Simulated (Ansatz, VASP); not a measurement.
## One calculation of MgO, two programs

File INCAR:

```
PREC = Accurate ; ENCUT = 520
EDIFF = 1E-7 ; ISMEAR = 0
SIGMA = 0.05 ; LREAL = False
LASPH = True ; NELM = 60
ALGO = Normal ; ISIF = 2
LWAVE = False ; LCHARG = True
GGA = PE ; LELF = True
LVHAR = True ; NBANDS = 26
```

KPOINTS

```
Automatic mesh
0
Gamma
  9 9 2
```

Contents of POSCAR:

```
MgO
1.0
    3.2803754002      0.0000000000      0.0000000000
   -1.6401877001      2.8408884305      0.0000000000
    0.0000000000      0.0000000000     10.5147056238
Mg O
4 4
Direct
    0.3333333333      0.6666666667      0.9694791811
    0.0000000000      0.0000000000      0.2208070585
    0.0000000000      0.0000000000      0.7208070585
    0.6666666667      0.3333333333      0.4694791811
    0.3333333333      0.6666666667      0.7800540723
   -0.1341309900      0.0000000000      0.5505809455
    0.0000000000      0.0000000000      0.0296578681
    0.6666666667      0.3333333333      0.2800540723
```

Input for Ansatz:

```yaml
crystal:
  lattice:
    - [3.2803754002, 0.0, 0.0]
    - [-1.6401877001, 2.8408884305, 0.0]
    - [0.0, 0.0, 10.5147056238]
  atoms:
    - { symbol: Mg, position: [0.3333333333, 0.6666666667, 0.9694791811] }
    - { symbol: Mg, position: [0.0, 0.0, 0.2208070585] }
    - { symbol: Mg, position: [0.0, 0.0, 0.7208070585] }
    - { symbol: Mg, position: [0.6666666667, 0.3333333333, 0.4694791811] }
    - { symbol: O, position: [0.3333333333, 0.6666666667, 0.7800540723] }
    - { symbol: O, position: [-0.13413099, 0.0, 0.5505809455] }
    - { symbol: O, position: [0.0, 0.0, 0.0296578681] }
    - { symbol: O, position: [0.6666666667, 0.3333333333, 0.2800540723] }
basis:
  ecutwfc: 420
kpoints:
  mp_grid: { grid: [9, 9, 2] }
hamiltonian:
  xc: pbe
  pseudopotentials: { kind: paw, azcp: { folder: soft_1 } }
scf:
  occupations: { method: gaussian, width: 0.05 }
output:
  forces: true
  stress: true
  eigenvalues: true
```

Alike in both runs: task single point; functional PBE; k mesh 9 × 9 × 2; occupations gaussian, width 0.05 eV; no spin polarisation.

```csv
,VASP,Ansatz
version,VASP 6.6.1,Ansatz 0.2.0
potentials or method,"VASP PAW PBE potentials, release 64 (Mg, O), cutoff 520 eV","scalar-relativistic, plane waves, PAW"
valence electrons in the cell,32,64
```

Ansatz gave:

```
gap on the k mesh at the Fermi level (eV)                     : 2.63
least direct gap on the mesh (eV)                             : 2.63
pressure (GPa)                                                : 3.3
traceless stress, the component that is largest in VASP (GPa) : 4.17
rms of the force components (eV/Å)                            : 1.112
```

What did VASP give for the same quantities?

gap on the k mesh at the Fermi level (eV): 2.60; least direct gap on the mesh (eV): 2.60; pressure (GPa): 2.9; traceless stress, the component that is largest in VASP (GPa): 4.24; rms of the force components (eV/Å): 1.129.

Atom by atom the forces differ by 0.018 eV/Å (rms over components). VASP's potentials hold 32 valence electrons a cell and Ansatz's 64, so a difference there can come from the potentials and not from the codes.
